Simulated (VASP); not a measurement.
A run of VASP 6.6.1 is set up as follows.

File INCAR:

```
PREC = Accurate
ENCUT = 520
EDIFF = 1E-6
ISMEAR = -1
SIGMA = 0.05
LREAL = F
LASPH = T
NELM = 150
ALGO = Normal
ISIF = 2
LWAVE = F
LCHARG = F
ISPIN = 2
MAGMOM = 1 0
LORBIT = 11
LMAXMIX = 4
GGA = PE
NBANDS = 19
```

KPOINTS

```
Automatic mesh
0
Gamma
  9 9 9
```

POSCAR

```
NiO
1.0
    0.0000000000      2.0859016414      2.0650426250
    2.0859016414      0.0000000000      2.0650426250
    2.0859016414      2.0859016414      0.0000000000
Ni O
1 1
Direct
    0.0000000000      0.0000000000      0.0000000000
    0.5000000000      0.5000000000      0.5000000000
```

Potentials or basis: VASP PAW PBE potentials, release 64 (Ni, O).

Command:

```bash
$ cat potpaw_PBE.64/Ni/POTCAR potpaw_PBE.64/O/POTCAR > POTCAR
$ mpirun -np 1 vasp_std > vasp.out
```

(1) Estimate the net moment.

(2) Estimate the site moments.

(3) What does it give for the pressure?

Results:

(1) 1.71 μB per cell.

(2) Ni +1.41; O +0.26 μB.

(3) 7.9 GPa.

Caveat: the cell stands under pressure; a cell with one magnetic atom can't hold antiferromagnetic order, which such compounds often take.
